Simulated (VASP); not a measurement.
**SnO2: single point with PBE0**

The system is SnO2.

```xyz
6
Lattice="4.7586 0.0000 0.0000 0.0000 4.7586 0.0000 0.0000 0.0000 3.2002" Properties=species:S:1:pos:R:3 pbc="T T T"
Sn    0.0000    0.0000    0.0000
Sn    2.3793    2.3793    1.6001
O     1.4557    1.4557    0.0000
O     0.9236    3.8350    1.6001
O     3.3029    3.3029    0.0000
O     3.8350    0.9236    1.6001
```

```yaml
Program: VASP 6.6.1
Task: single point
Functional: PBE0
Potentials_or_basis: VASP PAW PBE potentials, release 64 (Sn_d, O)
Cutoff: 520 eV
k_mesh: 4 × 4 × 6
Occupations: fermi-dirac, width 0.02 eV
Spin: no spin polarisation
```

- Pressure: -0.7 GPa
- Largest force: 0.036 eV/Å
- Band gap on the k mesh: 3.57 eV

Forces on the atoms (eV/Å):
```
Sn   0.000  0.000  0.000
Sn   0.000  0.000  0.000
O    0.026  0.026  0.000
O   -0.026  0.026  0.000
O   -0.026 -0.026  0.000
O    0.026 -0.026  0.000
```

Stress tensor (GPa, compression positive):
```
-0.48  0.00  0.00
 0.00 -0.48  0.00
 0.00  0.00 -1.13
```

Levels at points of the mesh, in eV from the valence-band top:
```tsv
k point	band 22	band 23	band 24	band 25	band 26	band 27	band 28	band 29	band 30	band 31
(0.00, 0.00, 0.00)	-1.03	-1.03	-0.70	-0.70	0.00	3.57	8.88	8.90	8.90	13.03
(0.50, 0.00, 0.00)	-1.96	-0.97	-0.97	-0.59	-0.59	6.96	6.96	9.71	9.71	13.93
(0.50, 0.50, 0.00)	-1.95	-1.12	-1.12	-0.97	-0.97	7.47	7.47	10.15	10.15	13.95
(0.00, 0.00, 0.50)	-2.49	-1.76	-1.76	-1.34	-1.34	8.97	8.97	12.51	12.51	13.63
(0.50, 0.00, 0.50)	-1.76	-1.14	-1.14	-0.51	-0.51	9.26	9.26	10.72	10.72	14.01
(0.50, 0.50, 0.50)	-2.24	-0.94	-0.94	-0.90	-0.90	7.45	7.45	11.57	11.57	14.02
```

Wall time 21 min on 4 MPI ranks on AMD EPYC 9R14 (Zen 4), on a shared host, peak memory 0.22 GiB a rank.

Caveat: the PAW data sets were made with another functional, which shifts forces and pressure a little; spin-orbit coupling is left out, which moves the levels of the heavy elements.
